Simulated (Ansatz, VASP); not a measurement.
# Ti in VASP and in Ansatz

```
CELL_PARAMETERS angstrom
3.10487 0.00000 0.00000
-1.55244 2.68890 0.00000
0.00000 0.00000 4.68600
ATOMIC_POSITIONS crystal
Ti 0.33333 0.66667 0.25000
Ti 0.66667 0.33333 0.75000
```

Change from the starting cell: strain +0.0525 x Voigt [1, 1, 0, 0, 0, 0], atoms carried along.

Alike in both runs: task single point; functional PBEsol; k mesh 18 × 18 × 10; occupations gaussian, width 0.15 eV; no spin polarisation.

|  | VASP | Ansatz |
| --- | --- | --- |
| version | VASP 6.6.1 | Ansatz 0.2.0 |
| potentials or method | VASP PAW PBE potentials, release 64 (Ti_sv), cutoff 520 eV | scalar-relativistic, plane waves, PAW |
| valence electrons in the cell | 24 | 24 |

|  | VASP | Ansatz | Ansatz less VASP |
| --- | --- | --- | --- |
| gap on the k mesh at the Fermi level (eV) | none | none | - |
| pressure (GPa) | -14.0 | -13.9 | +0.07 |
| traceless stress, the component that is largest in VASP (GPa) | 2.40 | 2.41 | +0.014 |

VASP's potentials were made for PBE, not for PBEsol. A gap of «none» marks a metal or a gap that the smearing closes.
